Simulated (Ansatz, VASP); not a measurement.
**Two plane-wave programs on ZnIn2Cl4**

```
Zn In Cl
1.0
    -2.53437    2.53437    7.76932
     2.53437   -2.53437    7.76932
     2.53437    2.53437   -7.76932
Zn In Cl
1 2 4
Direct
  0.00000 0.00000 0.00000
  0.36188 0.36188 0.00000
  0.63812 0.63812 0.00000
  0.84643 0.84643 0.00000
  0.00000 0.50000 0.50000
  0.50000 0.00000 0.50000
  0.15357 0.15357 0.00000
```

Alike in both runs: functional PBE; k mesh 8 × 8 × 8; occupations gaussian, width 0.02 eV; no spin polarisation.

Ansatz relaxed the structure, and its values are those at the end. VASP's run is a single point on that final structure, the one shown.

|  | VASP | Ansatz |
| --- | --- | --- |
| version | VASP 6.6.1 | Ansatz 0.2.0 |
| potentials or method | VASP PAW PBE potentials, release 64 (Zn, In_d, Cl), cutoff 520 eV | scalar-relativistic, plane waves, PAW |
| valence electrons in the cell | 66 | 66 |

```csv
,VASP,Ansatz,Ansatz less VASP
gap on the k mesh at the Fermi level (eV),2.12,2.11,-0.005
least direct gap on the mesh (eV),2.58,2.58,-0.005
pressure (GPa),0.0,0.0,+0.02
rms of the force components (eV/Å),0.004,0.000,-0.0035
```

With one functional, cell and mesh, what is left measures potentials, basis and numerics.
